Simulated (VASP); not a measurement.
Ir: single point with LDA

Ir:

```
Ir
1.0
    -1.46649    1.46649    1.46649
     1.46649   -1.46649    1.46649
     1.46649    1.46649   -1.46649
Ir
1
Direct
  0.00000 0.00000 0.00000
```

This isn't the form of Ir at room conditions, which is fcc.

| Quantity | Value |
| --- | --- |
| Program | VASP 6.6.1 |
| Task | single point |
| Functional | LDA |
| Potentials or basis | VASP PAW LDA potentials, release 64 (Ir) |
| Cutoff | 520 eV |
| k mesh | 20 × 20 × 20 |
| Occupations | fermi-dirac, width 0.08 eV |
| Spin | no spin polarisation |
| Dipole correction | no |
| Further INCAR settings | ALGO = Normal; EDIFF = 1e-06; NBANDS = 10 |

| Quantity | Value |
| --- | --- |
| Pressure | 67.2 GPa |
| Band gap on the k mesh | zero (an odd number of electrons rules out a gap without spin polarisation) |

Levels at points of the mesh, in eV from the Fermi level:
```
           k point  band 2  band 3  band 4  band 5  band 6  band 7
(0.00, 0.00, 0.00)   -4.49   -4.49   -4.49   -0.75   -0.75   16.88
(0.50, 0.00, 0.00)   -6.76   -0.90   -0.26   -0.04    2.87    9.74
(0.50, 0.50, 0.50)   -8.77    1.94    1.94    1.94    8.52    8.52
```

It took 35 s on 1 thread of Intel Xeon 8259CL, on a shared host, peak memory 0.15 GiB.

Caveat: the cell stands under pressure; spin-orbit coupling is left out, which moves the levels of the heavy elements.
